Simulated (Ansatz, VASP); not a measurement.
GaSe: VASP beside Ansatz

File INCAR:

```
SYSTEM = GaSe
ALGO = Normal
EDIFF = 1E-7
EDIFFG = -0.005
ENCUT = 500
GGA = RE
GGA_COMPAT = .False.
IBRION = 2
ISIF = 3
ISMEAR = 0
IVDW = 12
LASPH = .True.
LCHARG = .False.
LREAL = .False.
LWAVE = .False.
NELM = 120
NELMIN = 4
NSW = 80
PREC = Accurate
SIGMA = 0.01
```

KPOINTS

```
k-points
0
Gamma
  6 6 2
  0 0 0
```

POSCAR

```
GaSe
1.0
    3.7420000000      0.0000000000      0.0000000000
   -1.8710000000      3.2406670600      0.0000000000
    0.0000000000      0.0000000000     15.9190000000
Ga Se
4 4
Direct
    0.3333333300      0.6666666700      0.1770000000
    0.6666666700      0.3333333300      0.6770000000
    0.3333333300      0.6666666700      0.3230000000
    0.6666666700      0.3333333300      0.8230000000
    0.3333333300      0.6666666700      0.6000000000
    0.6666666700      0.3333333300      0.1000000000
    0.3333333300      0.6666666700      0.9000000000
    0.6666666700      0.3333333300      0.4000000000
```

Input for Ansatz:

```yaml
crystal:
  lattice:
    - [3.742, 0.0, 0.0]
    - [-1.871, 3.24066706, 0.0]
    - [0.0, 0.0, 15.919]
  atoms:
    - { symbol: Ga, position: [0.33333333, 0.66666667, 0.177] }
    - { symbol: Ga, position: [0.6666666699999999, 0.33333333, 0.677] }
    - { symbol: Ga, position: [0.33333333, 0.66666667, 0.323] }
    - { symbol: Ga, position: [0.6666666699999999, 0.33333333, 0.823] }
    - { symbol: Se, position: [0.33333333, 0.66666667, 0.6] }
    - { symbol: Se, position: [0.6666666699999999, 0.33333333, 0.1] }
    - { symbol: Se, position: [0.33333333, 0.66666667, 0.9] }
    - { symbol: Se, position: [0.6666666699999999, 0.33333333, 0.4] }
basis:
  ecutwfc: 420.0
kpoints:
  mp_grid:
    grid: [6, 6, 2]
hamiltonian:
  xc: revpbe
  dispersion: d3bj
scf:
  occupations:
    method: fixed
relax:
  f_tol: 0.005
  cell: {}
```

Alike in both runs: task relaxation of cell and atoms; functional revPBE; dispersion D3(BJ); k mesh 6 × 6 × 2; no spin polarisation.

|  | VASP | Ansatz |
| --- | --- | --- |
| version | VASP 6.6.1 | Ansatz 0.2.0 |
| potentials or method | VASP PAW PBE potentials, release 64 (Ga_d, Se), cutoff 500 eV | plane waves, PAW |
| occupations | gaussian, width 0.01 eV | fixed |
| valence electrons in the cell | 76 | 116 |

|  | VASP | Ansatz | Ansatz less VASP |
| --- | --- | --- | --- |
| relaxed volume (Å³/atom) | 24.01 | 23.96 | -0.055 |
| relaxed length of the cell vector where the two differ most in proportion (Å) | 15.688 | 15.670 | -0.0181 |

VASP's potentials were made for PBE, not for revPBE. VASP's potentials hold 76 valence electrons a cell and Ansatz's 116, so a difference there can come from the potentials and not from the codes.
